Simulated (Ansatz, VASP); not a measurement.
One calculation of MgO, two programs

```
Mg O
1.0
     3.49477    0.00000    0.00000
     1.74738   -3.02656   -4.19471
     1.74738    3.02656   -4.19471
Mg O
4 4
Direct
  0.88026 0.44323 0.79626
  0.38026 0.94323 0.29626
  0.13026 0.54626 0.19323
  0.63026 0.04626 0.69323
  0.61701 0.69600 0.06997
  0.11701 0.19600 0.56997
  0.36701 0.31997 0.94600
  0.86701 0.81997 0.44600
```

Change from the starting cell: mode 12 frozen in at -0.067 Å and mode 21 at +0.123 Å (largest displacements).

Alike in both runs: task single point; functional PBEsol; k mesh 8 × 8 × 8; occupations gaussian, width 0.05 eV; no spin polarisation.

```csv
,VASP,Ansatz
version,VASP 6.6.1,Ansatz 0.2.0
potentials or method,"VASP PAW PBE potentials, release 64 (Mg, O), cutoff 520 eV","scalar-relativistic, plane waves, PAW"
valence electrons in the cell,32,64
```

```csv
,VASP,Ansatz,Ansatz less VASP
gap on the k mesh at the Fermi level (eV),3.20,3.21,+0.009
least direct gap on the mesh (eV),3.20,3.21,+0.009
pressure (GPa),3.3,3.6,+0.31
"traceless stress, the component that is largest in VASP (GPa)",-10.06,-9.98,+0.079
rms of the force components (eV/Å),0.728,0.720,-0.0082
```

VASP's potentials were made for PBE, not for PBEsol, and Ansatz warns of the same on its side. Atom by atom the forces differ by 0.008 eV/Å (rms over components). VASP's potentials hold 32 valence electrons a cell and Ansatz's 64, so a difference there can come from the potentials and not from the codes.
